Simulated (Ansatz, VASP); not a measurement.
**MoSe: VASP beside Ansatz**

```
Mo Se
1.0
     0.00000    2.82145    2.82145
     2.82145    0.00000    2.82145
     2.82145    2.82145    0.00000
Mo Se
1 1
Direct
  0.00000 0.00000 0.00000
  0.25000 0.25000 0.25000
```

Alike in both runs: task single point; functional PBE; k mesh 10 × 10 × 10; occupations gaussian, width 0.05 eV; collinear spin.

|  | VASP | Ansatz |
| --- | --- | --- |
| version | VASP 6.6.1 | Ansatz 0.2.0 |
| potentials or method | VASP PAW PBE potentials, release 64 (Mo_sv, Se), cutoff 520 eV | scalar-relativistic, plane waves, PAW |
| valence electrons in the cell | 20 | 30 |

|  | VASP | Ansatz | Ansatz less VASP |
| --- | --- | --- | --- |
| gap on the k mesh at the Fermi level (eV) | none | none | - |
| pressure (GPa) | 2.2 | 2.0 | -0.19 |
| net moment per atom (μB) | 0.57 | 0.57 | +0.001 |
| size of the moment on the site where the two differ most (μB) | 1.02 | 0.80 | -0.217 |

Site moments also hang on the region over which each program counts them. A gap of «none» marks a metal or a gap that the smearing closes. With one functional, cell and mesh, what is left measures potentials, basis and numerics. VASP's potentials hold 20 valence electrons a cell and Ansatz's 30, so a difference there can come from the potentials and not from the codes.
